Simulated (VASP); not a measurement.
# CrO2 (P-42_1m) in VASP: single point with PBE

Aim: the single point of CrO2 with PBE.

All numbers are computed with VASP 6.6.1; they aren't measurements. Logs are shortened: lines on timing, memory, paths and dates and some standing lists are left out, and cuts for length are marked.

### Step 1. The cell of the first run

The structure is tetragonal, space group P-42_1m (No. 113). Conventional cell: a = 4.559 Å, b = 4.559 Å, c = 3.054 Å, α = 90.00°, β = 90.00°, γ = 90.00°. Cr (site symmetry 2mm) has 6 O at 1.92 to 2.02 Å within 2.6 Å. Within 2.8 Å of O (site symmetry m) lie 3 Cr at 1.92 to 2.02 Å and 9 O at 2.60 to 2.79 Å.

### Step 2. Single point, PBE, collinear spin, ferromagnetic start

INCAR reads:

```
ALGO = Normal
EDIFF = 1E-6
ENCUT = 520
GGA = PE
ISIF = 2
ISMEAR = -1
ISPIN = 2
LASPH = T
LCHARG = F
LMAXMIX = 4
LORBIT = 11
LREAL = F
LWAVE = F
MAGMOM = 3 3 0 0 0 0
NBANDS = 37
NELM = 150
PREC = Accurate
SIGMA = 0.05
```

KPOINTS reads:

```
k-points
0
Gamma
  6 6 9
```

POSCAR reads:

```
CrO2
1.0
    4.5590386569      0.0000000000      0.0000000000
    0.0000000000      4.5590386569      0.0000000000
    0.0000000000      0.0000000000      3.0539198550
Cr O
2 4
Direct
    0.5000000000      0.0000000000      0.7615495000
    0.0000000000      0.5000000000      0.2384505000
    0.7982930000      0.7017070000      0.7463765000
    0.2017070000      0.2982930000      0.7463765000
    0.2982930000      0.7982930000      0.2536235000
    0.7017070000      0.2017070000      0.2536235000
```

Potentials or basis: VASP PAW PBE potentials, release 64 (Cr_pv, O).

The run is started by

```sh
cat potpaw_PBE.64/Cr_pv/POTCAR potpaw_PBE.64/O/POTCAR > POTCAR
mpirun -np 1 vasp_std > vasp.out
```

OUTCAR:

```text
EDIFF = 1E-6
   ENCUT = 520
   GGA = PE
   ISIF = 2
   ISMEAR = -1
   ISPIN = 2
   LASPH = T
   LORBIT = 11
   LREAL = F
   NELM = 150
   PREC = Accurate

 ion  position               nearest neighbor table
   1  0.500  0.000  0.762-   3 1.92   4 1.92   5 1.99   6 1.99   5 2.02   6 2.02
   2  0.000  0.500  0.238-   5 1.92   6 1.92   3 1.99   4 1.99   3 2.02   4 2.02
   3  0.798  0.702  0.746-   1 1.92   2 1.99   2 2.02
   4  0.202  0.298  0.746-   1 1.92   2 1.99   2 2.02
   5  0.298  0.798  0.254-   2 1.92   1 1.99   1 2.02
   6  0.702  0.202  0.254-   2 1.92   1 1.99   1 2.02

  LATTYP: Found a simple tetragonal cell.
 ALAT       =     4.5590386569
 C/A-ratio  =     0.6698604870

  Lattice vectors:

 A1 = (   4.5590386569,   0.0000000000,   0.0000000000)
 A2 = (   0.0000000000,   4.5590386569,   0.0000000000)
 A3 = (   0.0000000000,   0.0000000000,   3.0539198550)

Analysis of symmetry for initial positions (statically):
=====================================================================
 Subroutine PRICEL returns:
 Original cell was already a primitive cell.

 Routine SETGRP: Setting up the symmetry group for a
 simple tetragonal supercell.

 Subroutine GETGRP returns: Found  8 space group operations
 (whereof  4 operations were pure point group operations)
 out of a pool of 16 trial point group operations.

The static configuration has the point symmetry S_4 .
 The point group associated with its full space group is D_2d.

Analysis of symmetry for dynamics (positions and initial velocities):
=====================================================================
 Subroutine PRICEL returns:
 Original cell was already a primitive cell.

 Routine SETGRP: Setting up the symmetry group for a
 simple tetragonal supercell.

 Subroutine GETGRP returns: Found  8 space group operations
 (whereof  4 operations were pure point group operations)
 out of a pool of 16 trial point group operations.

The dynamic configuration has the point symmetry S_4 .
 The point group associated with its full space group is D_2d.

Analysis of structural, dynamic, and magnetic symmetry:
=====================================================================
 Subroutine PRICEL returns:
 Original cell was already a primitive cell.

 Routine SETGRP: Setting up the symmetry group for a
 simple tetragonal supercell.

 Subroutine GETGRP returns: Found  8 space group operations
 (whereof  4 operations were pure point group operations)
 out of a pool of 16 trial point group operations.

The overall configuration has the point symmetry S_4 .
[... 143 lines left out ...]
 NGX is ok and might be reduce to    36
   NGX = 17   NGY = 17   NGZ = 11

 number of electron      47.9999982 magnetization       3.9997805

 Free energy of the ion-electron system (eV)
  ---------------------------------------------------
  ext. energy  EPLUGINS =         0.00000000
  ---------------------------------------------------
  free energy    TOTEN  =       -49.94120645 eV

  energy without entropy =      -49.93125996  energy(sigma->0) =      -49.93623320

 E-fermi :   4.3043     XC(G=0): -11.3226

 val. band max:        4.2515680565   @ k =   0.1667   0.1667   0.1111
 cond. band min:       4.3188477741   @ k =   0.5000   0.5000   0.4444
 fundamental gap:      0.0672797176
 Fermi energy:         4.3042582859

 spin component 1

 k-point     1 :       0.0000    0.0000    0.0000
  band No.  band energies     occupation
      1     -40.5619      1.00000
      2     -40.5619      1.00000
      3     -40.4753      1.00000
      4     -40.4753      1.00000
      5     -40.3887      1.00000
      6     -40.3798      1.00000
[... 925 lines left out ...]
     35      14.4797      0.00000
     36      14.4797      0.00000

 [... further k-points ...]

 spin component 2

 k-point     1 :       0.0000    0.0000    0.0000
  band No.  band energies     occupation
      1     -38.4527      1.00000
      2     -38.4527      1.00000
      3     -38.1418      1.00000
      4     -38.1418      1.00000
      5     -37.8875      1.00000
      6     -37.8768      1.00000
[... 925 lines left out ...]
     35      14.6821      0.00000
     36      14.6821      0.00000

 [... further k-points ...]

 [bands above 36 left out]

------------------------ aborting loop because EDIFF is reached ----------------------------------------

  FORCE on cell =-STRESS in cart. coord.  units (eV):
  Direction    XX          YY          ZZ          XY          YZ          ZX
  --------------------------------------------------------------------------------------
  -------------------------------------------------------------------------------------
  Total       -6.5842788     -6.5842788     -8.9055067      0.0000000     -0.0000000      0.0000000
  in kB     -166.1937199   -166.1937199   -224.7838126      0.0000000     -0.0000000      0.0000000
  external PRESSURE =    -185.7237508 kB  Pullay stress =       0.0000000 kB

 VOLUME and BASIS-vectors are now :
 -----------------------------------------------------------------------------
  energy-cutoff  :      520.00
  volume of cell :       63.48
      direct lattice vectors                 reciprocal lattice vectors
     4.559038657  0.000000000  0.000000000     0.219344488  0.000000000  0.000000000
     0.000000000  4.559038657  0.000000000     0.000000000  0.219344488  0.000000000
     0.000000000  0.000000000  3.053919855     0.000000000  0.000000000  0.327448017

 POSITION                                       TOTAL-FORCE (eV/Angst)
 -----------------------------------------------------------------------------------
      2.27952      0.00000      2.32571         0.000000     -0.000000     -0.078804
      0.00000      2.27952      0.72821         0.000000     -0.000000      0.078804
      3.63945      3.19911      2.27937         0.409288     -0.409288      0.124298
      0.91959      1.35993      2.27937        -0.409288      0.409288      0.124298
      1.35993      3.63945      0.77455         0.409288      0.409288     -0.124298
      3.19911      0.91959      0.77455        -0.409288     -0.409288     -0.124298
 -----------------------------------------------------------------------------------
    total drift:                                0.000000      0.000000     -0.000000

  FREE ENERGIE OF THE ION-ELECTRON SYSTEM (eV)
  ---------------------------------------------------
  free  energy   TOTEN  =       -49.9412064469 eV

  energy  without entropy=      -49.9312599596  energy(sigma->0) =      -49.93623320

 total charge

# of ion       s       p       d       tot
------------------------------------------
    1        0.322   6.369   3.899  10.590
    2        0.322   6.369   3.899  10.590
    3        1.569   3.402   0.000   4.970
    4        1.569   3.402   0.000   4.970
    5        1.569   3.402   0.000   4.970
    6        1.569   3.402   0.000   4.970
--------------------------------------------------
tot          6.919  26.344   7.799  41.062

 magnetization (x)

# of ion       s       p       d       tot
------------------------------------------
    1        0.026   0.028   2.144   2.198
    2        0.026   0.028   2.144   2.198
    3       -0.003  -0.118   0.000  -0.121
    4       -0.003  -0.118   0.000  -0.121
    5       -0.003  -0.118   0.000  -0.121
    6       -0.003  -0.118   0.000  -0.121
--------------------------------------------------
tot          0.040  -0.416   4.287   3.912
```

OSZICAR:

```text
N       E                     dE             d eps       ncg     rms          rms(c)
DAV:   1     0.581333249324E+03    0.58133E+03   -0.26631E+04  7448   0.145E+03
DAV:   2    -0.155568991784E+02   -0.59689E+03   -0.55120E+03  7829   0.442E+02
DAV:   3    -0.656331955534E+02   -0.50076E+02   -0.49190E+02  8215   0.139E+02
DAV:   4    -0.664750449926E+02   -0.84185E+00   -0.83850E+00  8333   0.190E+01
DAV:   5    -0.664952872972E+02   -0.20242E-01   -0.20156E-01 10064   0.264E+00    0.368E+01
DAV:   6    -0.619950417022E+02    0.45002E+01   -0.91290E+01  8949   0.805E+01    0.499E+01
DAV:   7    -0.530217538331E+02    0.89733E+01   -0.71117E+01  8439   0.901E+01    0.175E+01
DAV:   8    -0.508808826754E+02    0.21409E+01   -0.67310E+00  8300   0.181E+01    0.885E+00
DAV:   9    -0.499095600248E+02    0.97132E+00   -0.13347E+00  9275   0.115E+01    0.312E+00
DAV:  10    -0.499472043144E+02   -0.37644E-01   -0.22445E-01  7850   0.312E+00    0.178E+00
DAV:  11    -0.499444337587E+02    0.27706E-02   -0.63687E-02  8136   0.266E+00    0.897E-01
DAV:  12    -0.499443538456E+02    0.79913E-04   -0.11880E-02  8271   0.673E-01    0.691E-01
DAV:  13    -0.499418009118E+02    0.25529E-02   -0.21239E-03  8066   0.531E-01    0.383E-01
DAV:  14    -0.499412060938E+02    0.59482E-03   -0.15678E-03  8269   0.416E-01    0.100E-01
DAV:  15    -0.499412088364E+02   -0.27425E-05   -0.43441E-04  8491   0.181E-01    0.410E-02
DAV:  16    -0.499412062836E+02    0.25528E-05   -0.60877E-05  8503   0.512E-02    0.272E-02
DAV:  17    -0.499412064469E+02   -0.16328E-06   -0.64066E-06  7965   0.230E-02
   1 F= -.49941206E+02 E0= -.49936233E+02  d E =-.994649E-02  mag=     4.0000
```

stdout:

```text
POSCAR found type information on POSCAR CrO
 POSCAR found :  2 types and       6 ions
 scaLAPACK will be used
 LDA part: xc-table for (Slater+PW92), standard interpolation
 POSCAR, INCAR and KPOINTS ok, starting setup
 FFT: planning ... GRIDC
 FFT: planning ... GRID_SOFT
 FFT: planning ... GRID
 WAVECAR not read
 entering main loop
```

Wall time 3.3 min (1 thread of AMD EPYC 7R43 (Zen 3), shared host); peak memory 0.26 GiB.

Results:

- Free energy: -49.9412 eV
- Pressure: -18.6 GPa
- Largest force: 0.592 eV/Å
- Band gap on the k mesh: zero (filled and empty bands overlap)
- Net moment: 4.00 μB per cell
- Site moments: Cr +2.20; O -0.12 μB
- Valence electrons inside the program's atomic spheres: Cr 10.59; O 4.97

Forces in eV/Å, atoms in the order of the input:
```
Cr   0.000  0.000 -0.079
Cr   0.000  0.000  0.079
O    0.409 -0.409  0.124
O   -0.409  0.409  0.124
O    0.409  0.409 -0.124
O   -0.409 -0.409 -0.124
```

Stress tensor (GPa, compression positive):
```
-16.62   0.00   0.00
  0.00 -16.62   0.00
  0.00   0.00 -22.48
```

Levels at points of the mesh, in eV from the Fermi level:
Spin up:
```tsv
k point	band 23	band 24	band 25	band 26	band 27	band 28	band 29	band 30
(0.00, 0.00, 0.00)	-1.15	-1.15	-0.86	-0.86	-0.38	0.85	1.00	3.11
(0.50, 0.00, 0.00)	-0.88	-0.88	-0.27	-0.27	0.24	0.24	2.81	2.81
(0.50, 0.50, 0.00)	-1.45	-1.45	-1.07	-1.07	0.80	0.80	2.29	2.29
```
Spin down:
```
           k point  band 19  band 20  band 21  band 22  band 23  band 24  band 25  band 26
(0.00, 0.00, 0.00)    -1.47    -1.18    -1.18    -0.74     1.02     1.18     1.33     1.35
(0.50, 0.00, 0.00)    -2.55    -2.55    -1.41    -1.41     1.65     1.65     1.93     1.93
(0.50, 0.50, 0.00)    -2.26    -2.26    -2.03    -2.03     1.14     1.14     1.37     1.37
```

Caveat: the stress differs along the axes, from -22 to -17 GPa; semilocal functionals often make such compounds metallic where correlation or magnetic order opens a gap, which also shifts bond lengths; the run started ferromagnetic, and an antiferromagnetic order may lie lower in energy.

The gap in the log of VASP goes by the Fermi energy; the results here count the filled bands.